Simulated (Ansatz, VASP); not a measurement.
**HfN: VASP beside Ansatz**

```
CELL_PARAMETERS angstrom
0.00000 2.27398 2.27398
2.27398 0.00000 2.27398
2.27398 2.27398 0.00000
ATOMIC_POSITIONS crystal
Hf 0.00000 0.00000 0.00000
N 0.50000 0.50000 0.50000
```

Alike in both runs: functional PBE; k mesh 16 × 16 × 16; occupations gaussian, width 0.1 eV; no spin polarisation.

Ansatz relaxed the structure, and its values are those at the end. VASP's run is a single point on that final structure, the one shown.

```csv
,VASP,Ansatz
version,VASP 6.6.1,Ansatz 0.2.0
potentials or method,"VASP PAW PBE potentials, release 64 (Hf_pv, N), cutoff 600 eV","scalar-relativistic, plane waves, PAW"
valence electrons in the cell,15,31
```

Ansatz gave:

- gap on the k mesh at the Fermi level (eV): none
- pressure (GPa): 0.0

Task: Estimate VASP's values.

Result: gap on the k mesh at the Fermi level (eV): none; pressure (GPa): -2.5.

A gap of «none» marks a metal or a gap that the smearing closes. VASP's potentials hold 15 valence electrons a cell and Ansatz's 31, so a difference there can come from the potentials and not from the codes.

Neither program's run includes spin-orbit coupling.
